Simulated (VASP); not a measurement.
Runs of VASP 6.6.1 on AlN. The structure is that of space group P6_3/mmc (No. 194), or close to it. The cells are those of the table. 

```csv
level,potentials or basis,cell,k mesh,grid for exact exchange (PRECFOCK),share of exact exchange,screening parameter,gap on the mesh (eV),pressure (GPa)
LDA,"VASP PAW LDA potentials, release 64 (Al, N)","a = 3.334, b = 3.334, c = 4.215 Å, angles 90.0, 90.0, 120.0°, 4 atoms",9 × 9 × 7,-,-,-,3.14,-11.9
LDA,"VASP PAW LDA potentials, release 64 (Al, N)","a = 3.267, b = 3.267, c = 4.131 Å, angles 90.0, 90.0, 120.0°, 4 atoms",9 × 9 × 7,-,-,-,3.59,0.4
PBEsol,"VASP PAW PBE potentials, release 64 (Al, N)","a = 3.290, b = 3.290, c = 4.159 Å, angles 90.0, 90.0, 120.0°, 4 atoms",9 × 9 × 7,-,-,-,3.34,0.7
PBE-based screened hybrid,"VASP PAW PBE potentials, release 64 (Al, N)","a = 3.312, b = 3.312, c = 4.188 Å, angles 90.0, 90.0, 120.0°, 4 atoms",5 × 5 × 4,Normal,0.25,0.3 1/Å,4.31,(b)
PBE-based screened hybrid,"VASP PAW PBE potentials, release 64 (Al, N)","a = 3.312, b = 3.312, c = 4.188 Å, angles 90.0, 90.0, 120.0°, 4 atoms",5 × 5 × 4,Normal,0.25,0.2 1/Å,(a),-5.8
PBE-based screened hybrid,"VASP PAW PBE potentials, release 64 (Al, N)","a = 3.312, b = 3.312, c = 4.188 Å, angles 90.0, 90.0, 120.0°, 4 atoms",5 × 5 × 4,Normal,0.3,0.2 1/Å,4.81,-7.0
PBEsol,"VASP PAW PBE potentials, release 64 (Al, N)","a = 3.267, b = 3.267, c = 4.131 Å, angles 90.0, 90.0, 120.0°, 4 atoms",9 × 9 × 7,-,-,-,3.49,5.4
```

Alike in all rows: task single point; no spin polarisation; cutoff (eV) 520; smearing fermi-dirac 0.05 eV.

Q: Estimate the missing entries.

A: (a) 4.55; (b) -5.5.

Caveats: some runs use coarse meshes; the PAW data sets were made with another functional, which shifts forces and pressure a little (some runs).

A k mesh can miss the band edges.
